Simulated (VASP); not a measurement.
# ZnSe (klda) (F-43m) in VASP: vibrations by perturbation theory with LDA

Aim: the vibrations by perturbation theory of ZnSe (klda) with LDA.

Everything below comes from runs of VASP 6.6.1. Logs are shortened: lines on timing, memory, paths and dates and some standing lists are left out, and cuts for length are marked.

## (1) The cell of the first run

The structure is cubic, space group F-43m (No. 216). The conventional cell has a = 5.567 Å, b = 5.567 Å, c = 5.567 Å, α = 90.00°, β = 90.00°, γ = 90.00°. Zn (site symmetry -43m) has 4 Se at 2.41 Å within 3.2 Å. Se (site symmetry -43m) has 4 Zn at 2.41 Å within 3.2 Å.

## (2) Vibrations by perturbation theory, LDA

The input, INCAR:

```
SYSTEM = ZnSe
PREC = Accurate
ENCUT = 520
EDIFF = 1E-8
ISMEAR = 0
SIGMA = 0.01
LREAL = .False.
LASPH = .True.
NELM = 60
ALGO = Normal
ISIF = 2
LWAVE = .False.
LCHARG = .False.
GGA = CA
NBANDS = 16
IBRION = 8
NSW = 1
LEPSILON = .True.
```

The input, KPOINTS:

```
Automatic mesh
0
Gamma
  8 8 8
  0 0 0
```

The input, POSCAR:

```
ZnSe
1.0
    0.0000000000      2.7836741061      2.7836741061
    2.7836741061      0.0000000000      2.7836741061
    2.7836741061      2.7836741061      0.0000000000
Zn Se
1 1
Direct
    0.0000000000      0.0000000000      0.0000000000
    0.2500000000      0.2500000000      0.2500000000
```

Potentials or basis: VASP PAW LDA potentials, release 64 (Zn, Se).

On the command line:

```console
$ cat potpaw_LDA.64/Zn/POTCAR potpaw_LDA.64/Se/POTCAR > POTCAR
$ mpirun -np 1 vasp_std > vasp.out
```

OUTCAR:

```text
SYSTEM = ZnSe
   PREC = Accurate
   ENCUT = 520
   EDIFF = 1E-8
   ISMEAR = 0
   LREAL = .False.
   LASPH = .True.
   NELM = 60
   ISIF = 2
   GGA = CA
   IBRION = 8
   NSW = 1
   LEPSILON = .True.

 ion  position               nearest neighbor table
   1  0.000  0.000  0.000-   2 2.41   2 2.41   2 2.41   2 2.41
   2  0.250  0.250  0.250-   1 2.41   1 2.41   1 2.41   1 2.41

  LATTYP: Found a face centered cubic cell.
 ALAT       =     5.5673482122

  Lattice vectors:

 A1 = (   0.0000000000,   2.7836741061,   2.7836741061)
 A2 = (   2.7836741061,   0.0000000000,   2.7836741061)
 A3 = (   2.7836741061,   2.7836741061,   0.0000000000)

Analysis of symmetry for initial positions (statically):
=====================================================================
 Subroutine PRICEL returns:
 Original cell was already a primitive cell.

 Routine SETGRP: Setting up the symmetry group for a
 face centered cubic supercell.

 Subroutine GETGRP returns: Found 24 space group operations
 (whereof 24 operations were pure point group operations)
 out of a pool of 48 trial point group operations.

The static configuration has the point symmetry T_d .

Analysis of symmetry for dynamics (positions and initial velocities):
=====================================================================
 Subroutine PRICEL returns:
 Original cell was already a primitive cell.

 Routine SETGRP: Setting up the symmetry group for a
 face centered cubic supercell.

 Subroutine GETGRP returns: Found 24 space group operations
 (whereof 24 operations were pure point group operations)
 out of a pool of 48 trial point group operations.

The dynamic configuration has the point symmetry T_d .

 Subroutine INISYM returns: Found 24 space group operations
 (whereof 24 operations are pure point group operations),
 and found     1 'primitive' translations

[... 689 lines left out ...]
     0.00000 -6.29486  0.00203

 MACROSCOPIC STATIC DIELECTRIC TENSOR (including local field effects in DFT)
 ------------------------------------------------------
           8.070995    -0.000000    -0.000000
           0.000000     8.070995    -0.000000
           0.000000     0.000000     8.070995
 ------------------------------------------------------

 PIEZOELECTRIC TENSOR (including local field effects)  for field in x, y, z        (e  Angst)
          XX          YY          ZZ          XY          YZ          ZX
  --------------------------------------------------------------------------------
  x    -0.00000     0.00000     0.00000     0.00000    -1.88556     0.00000
  y     0.00000     0.00000     0.00000     0.00000     0.00000    -1.88556
  z     0.00000     0.00000    -0.00000    -1.88556     0.00000     0.00000

 PIEZOELECTRIC TENSOR (including local field effects)  for field in x, y, z        (C/m^2)
          XX          YY          ZZ          XY          YZ          ZX
  --------------------------------------------------------------------------------
  x    -0.00000     0.00000     0.00000     0.00000    -0.70027     0.00000
  y     0.00000     0.00000     0.00000     0.00000     0.00000    -0.70027
  z     0.00000     0.00000    -0.00000    -0.70027     0.00000     0.00000

 BORN EFFECTIVE CHARGES (including local field effects) (in |e|, cummulative output)
 ---------------------------------------------------------------------------------
 ion    1
    1     2.00462     0.00000     0.00000
    2    -0.00000     2.00462    -0.00000
    3    -0.00000    -0.00000     2.00462
 ion    2
    1    -2.00462     0.00000     0.00000
    2     0.00000    -2.00462     0.00000
    3     0.00000     0.00000    -2.00462

 INTERNAL STRAIN TENSOR FOR ION    2 for displacements in x,y,z  (eV/Angst):
          X           Y           Z          XY          YZ          ZX
  --------------------------------------------------------------------------------
  x    -0.00000    -0.00000    -0.00000     0.00000    -6.29486     0.00000
  y    -0.00000     0.00000    -0.00000     0.00000     0.00000    -6.29486
  z    -0.00000    -0.00000    -0.00000    -6.29486     0.00000     0.00000

 SECOND DERIVATIVES (NOT SYMMETRIZED)
 ------------------------------------
               1X          1Y          1Z          2X          2Y          2Z
  1X    -6.299726    0.000000    0.000000    6.299726    0.000000    0.000000
  1Y     0.000000   -6.299726    0.000000    0.000000    6.299726    0.000000
  1Z     0.000000    0.000000   -6.299726    0.000000    0.000000    6.299726
  2X     6.379925    0.000000    0.000000   -6.379925    0.000000    0.000000
  2Y     0.000000    6.379925    0.000000    0.000000   -6.379925    0.000000
  2Z     0.000000    0.000000    6.379925    0.000000    0.000000   -6.379925

 Eigenvectors and eigenvalues of the dynamical matrix
 ----------------------------------------------------

   1 f  =    6.579782 THz    41.341992 2PiTHz  219.477914 cm-1    27.211781 meV
             X         Y         Z           dx          dy          dz
      0.000000  0.000000  0.000000     0.737473   -0.000000    0.000000
      1.391837  1.391837  1.391837    -0.675377    0.000000    0.000000
[... 21 lines left out ...]
   6 f/i=    0.020729 THz     0.130242 2PiTHz    0.691432 cm-1     0.085727 meV
             X         Y         Z           dx          dy          dz
      0.000000  0.000000  0.000000     0.421231   -0.409242   -0.333495
      1.391837  1.391837  1.391837     0.459961   -0.446869   -0.364157

--------------------------------------------------------------------------------------------------------

 MACROSCOPIC STATIC DIELECTRIC TENSOR IONIC CONTRIBUTION
 ------------------------------------------------------
           2.658634    -0.000000    -0.000000
          -0.000000     2.658634    -0.000000
          -0.000000    -0.000000     2.658634
 ------------------------------------------------------

 ELASTIC MODULI CONTR FROM IONIC RELAXATION (kBar)
 Direction    XX          YY          ZZ          XY          YZ          ZX
 --------------------------------------------------------------------------------
 XX          -0.0000      0.0000      0.0000     -0.0000      0.0000     -0.0000
 YY           0.0000     -0.0000      0.0000     -0.0000     -0.0000      0.0000
 ZZ           0.0000      0.0000     -0.0000     -0.0000     -0.0000     -0.0000
 XY          -0.0000     -0.0000     -0.0000   -232.2178      0.0000      0.0000
 YZ           0.0000     -0.0000     -0.0000      0.0000   -232.2178      0.0000
 ZX          -0.0000      0.0000     -0.0000      0.0000      0.0000   -232.2178
 --------------------------------------------------------------------------------

 PIEZOELECTRIC TENSOR IONIC CONTR  for field in x, y, z        (C/m^2)
          XX          YY          ZZ          XY          YZ          ZX
  --------------------------------------------------------------------------------
  x    -0.00000     0.00000     0.00000     0.00000     0.73935     0.00000
  y     0.00000    -0.00000     0.00000    -0.00000    -0.00000     0.73935
  z     0.00000     0.00000     0.00000     0.73935    -0.00000    -0.00000
```

OSZICAR:

```text
N       E                     dE             d eps       ncg     rms          rms(c)
DAV:   1     0.869566992231E+02    0.86957E+02   -0.87525E+03   928   0.129E+03
DAV:   2    -0.197348136584E+01   -0.88930E+02   -0.83083E+02  1040   0.254E+02
DAV:   3    -0.763667676499E+01   -0.56632E+01   -0.56395E+01  1144   0.632E+01
DAV:   4    -0.768367350225E+01   -0.46997E-01   -0.46992E-01  1136   0.592E+00
[... 169 lines left out ...]
RMM:   8    -0.823775166825E-01   -0.17351E-05    0.27141E-08  5719   0.239E-04    0.417E-05
RMM:   9    -0.823776958565E-01   -0.17917E-06    0.16794E-08  5783   0.766E-05    0.143E-05
RMM:  10    -0.823775922513E-01    0.10361E-06    0.38826E-09  5738   0.184E-05    0.393E-06
RMM:  11    -0.823776028907E-01   -0.10639E-07    0.20975E-09  5122   0.595E-06    0.210E-06
RMM:  12    -0.823776088451E-01   -0.59544E-08    0.10016E-09  3354   0.205E-06    0.183E-07
 Linear response finished
```

stdout:

```text
POSCAR found type information on POSCAR ZnSe
 POSCAR found :  2 types and       2 ions
 scaLAPACK will be used
 LDA part: xc-table for (Slater(with rela. corr.)+CA(PZ))
 , standard interpolation
 POSCAR, INCAR and KPOINTS ok, starting setup
 FFT: planning ... GRIDC
 FFT: planning ... GRID_SOFT
 FFT: planning ... GRID
 WAVECAR not read
 entering main loop
[... 23 lines left out ...]
  Direction:   3
 dielectric tensor                  component  3 :     1.451     1.296     8.071
 Linear response DOF=           2
 Linear response progress:
 first order change of Fermi-energy  -0.42313E-04
 force on displaced ion       1 direction 1 :  -6.300   0.000   0.000
 Born effective charge ion    1 direction 1 :   1.977   0.000   0.000
 Linear response progress:
 first order change of Fermi-energy   0.28206E-03
 force on displaced ion       2 direction 1 :  -6.380  -0.000  -0.000
 Born effective charge ion    2 direction 1 :  -2.033   0.000   0.000
 Born effective charges drift removed
 Linear response finished
```

Run time: 7.9 min. Hardware: 1 thread of Intel Xeon Platinum 8259CL at 2.50GHz (Skylake/Cascade Lake), shared host; peak memory 0.3 GiB.

What came out:

```
Electronic dielectric tensor (diagonal)                 : 8.07
Born charges (mean of the diagonal)                     : Zn +2.00; Se -2.00 e
Highest phonon frequency at Γ, LO-TO splitting left out : 219 cm⁻¹
```

Phonon frequencies in cm⁻¹ (negative: imaginary):
```tsv
q point	frequencies
(0.000, 0.000, 0.000)	-1 -1 -1 219 219 219
```

Electronic dielectric tensor:
```
8.07 0.00 0.00
0.00 8.07 0.00
0.00 0.00 8.07
```

Born effective charge tensors (e):
atom 1, Zn
```
2.00 0.00 0.00
0.00 2.00 0.00
0.00 0.00 2.00
```
atom 2, Se
```
-2.00  0.00  0.00
 0.00 -2.00  0.00
 0.00  0.00 -2.00
```
